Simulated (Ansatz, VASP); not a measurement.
## One calculation of Cd3HgO4, two programs

```
Cd Hg O
1.0
     4.80896    0.00000    0.00000
     0.00000    4.80896    0.00000
     0.00000    0.00000    4.80896
Cd Hg O
3 1 4
Direct
  0.50000 0.00000 0.50000
  0.50000 0.50000 0.00000
  0.00000 0.50000 0.50000
  0.00000 0.00000 0.00000
  0.00000 0.50000 0.00000
  0.50000 0.50000 0.50000
  0.00000 0.00000 0.50000
  0.50000 0.00000 0.00000
```

Alike in both runs: functional PBE; k mesh 8 × 8 × 8; occupations gaussian, width 0.1 eV; no spin polarisation.

Ansatz relaxed the structure, and its values are those at the end. VASP's run is a single point on that final structure, the one shown.

```csv
,VASP,Ansatz
version,VASP 6.6.1,Ansatz 0.2.0
potentials or method,"VASP PAW PBE potentials, release 64 (Cd, Hg, O), cutoff 520 eV","scalar-relativistic, plane waves, PAW"
valence electrons in the cell,72,104
```

|  | VASP | Ansatz | Ansatz less VASP |
| --- | --- | --- | --- |
| gap on the k mesh at the Fermi level (eV) | none | none | - |
| pressure (GPa) | 1.1 | 0.0 | -1.10 |

A gap of «none» marks a metal or a gap that the smearing closes. VASP's potentials hold 72 valence electrons a cell and Ansatz's 104, so a difference there can come from the potentials and not from the codes.

Spin-orbit coupling is off throughout.
